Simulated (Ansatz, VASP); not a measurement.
**Bi2Te3 in VASP and in Ansatz**

```xyz
5
Lattice="2.1949 1.2672 9.7062 -2.1949 1.2672 9.7062 0.0000 -2.5345 9.7062" Properties=species:S:1:pos:R:3 pbc="T T T"
Bi    0.0000    0.0000   23.5614
Bi    0.0000    0.0000   11.6728
Te    0.0000    0.0000   17.6186
Te    0.0000    0.0000    5.9322
Te    0.0000    0.0000    0.1803
```

Alike in both runs: functional PBEsol; k mesh 6 × 6 × 6; occupations gaussian, width 0.1 eV; no spin polarisation.

Ansatz relaxed the structure, and its values are those at the end. VASP's run is a single point on that final structure, the one shown.

|  | VASP | Ansatz |
| --- | --- | --- |
| version | VASP 6.6.1 | Ansatz 0.2.0 |
| potentials or method | VASP PAW PBE potentials, release 64 (Bi_d, Te), cutoff 520 eV | scalar-relativistic, plane waves, PAW |
| valence electrons in the cell | 48 | 78 |

|  | VASP | Ansatz | Ansatz less VASP |
| --- | --- | --- | --- |
| gap on the k mesh at the Fermi level (eV) | none | none | - |
| pressure (GPa) | 0.0 | 0.0 | -0.01 |
| rms of the force components (eV/Å) | 0.011 | 0.013 | +0.0021 |

VASP's potentials were made for PBE, not for PBEsol. A gap of «none» marks a metal or a gap that the smearing closes. VASP's potentials hold 48 valence electrons a cell and Ansatz's 78, so a difference there can come from the potentials and not from the codes.

Neither program's run includes spin-orbit coupling.
